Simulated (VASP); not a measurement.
A run of VASP 6.6.1 is set up as follows.

File INCAR:

```
PREC     = Accurate       # precision mode
ENCUT    = 600            # plane-wave cutoff, eV
EDIFF    = 1E-6           # SCF threshold, eV
ISMEAR   = -1             # smearing method
SIGMA    = 0.05           # smearing width, eV
LREAL    = F              # projectors in reciprocal space
LASPH    = T              # aspherical terms in the spheres
NELM     = 120            # most SCF steps
ALGO     = Normal         # electronic algorithm
ISIF     = 2              # what is computed and relaxed
LWAVE    = F              # write WAVECAR
LCHARG   = F              # write CHGCAR
GGA      = PE             # functional
IVDW     = 13             # dispersion correction
NBANDS   = 60             # bands
GGA_COMPAT= F
```

File KPOINTS:

```
regular mesh
0
Gamma
  6 6 6
```

File POSCAR:

```
TiO2
1.0
    4.8089449350      0.0000000000     -0.0031439586
    0.0000000000      4.8760175110      0.0000000000
   -0.8654567216      0.0000000000      4.9715649923
Ti O
4 8
Direct
    0.2771718780      0.0551834832      0.2151958783
    0.7228281220      0.5551834832      0.2848041217
    0.7228281220      0.9448165168      0.7848041217
    0.2771718780      0.4448165168      0.7151958783
    0.0634156646      0.1768906618      0.8509593145
    0.9365843354      0.6768906618      0.6490406855
    0.9365843354      0.8231093382      0.1490406855
    0.0634156646      0.3231093382      0.3509593145
    0.4460280676      0.7583069395      0.4637686168
    0.5539719324      0.2583069395      0.0362313832
    0.5539719324      0.2416930605      0.5362313832
    0.4460280676      0.7416930605      0.9637686168
```

Potentials or basis: VASP PAW PBE potentials, release 64 (Ti_sv, O).

Command:

```console
$ cat potpaw_PBE.64/Ti_sv/POTCAR potpaw_PBE.64/O/POTCAR > POTCAR
$ mpirun -np 1 vasp_std > vasp.out
```

**Question.** Estimate the dispersion energy per atom.

**Answer.** -0.216 eV.

**Question.** What does it give for the largest force?

**Answer.** 0.051 eV/Å.

**Question.** Estimate the pressure.

**Answer.** 0.6 GPa.

**Question.** Estimate the band gap on the k mesh.

**Answer.** 2.30 eV (least direct gap 2.41 eV).

Forces in eV/Å, atoms in the order of the input:
```
Ti   0.030 -0.040 -0.008
Ti  -0.030 -0.040  0.008
Ti  -0.030  0.040  0.008
Ti   0.030  0.040 -0.008
O   -0.026 -0.018  0.003
O    0.026 -0.018 -0.003
O    0.026  0.018 -0.003
O   -0.026  0.018  0.003
O   -0.027 -0.009  0.021
O    0.027 -0.009 -0.021
O    0.027  0.009 -0.021
O   -0.027  0.009  0.021
```

A k mesh can miss the band edges.
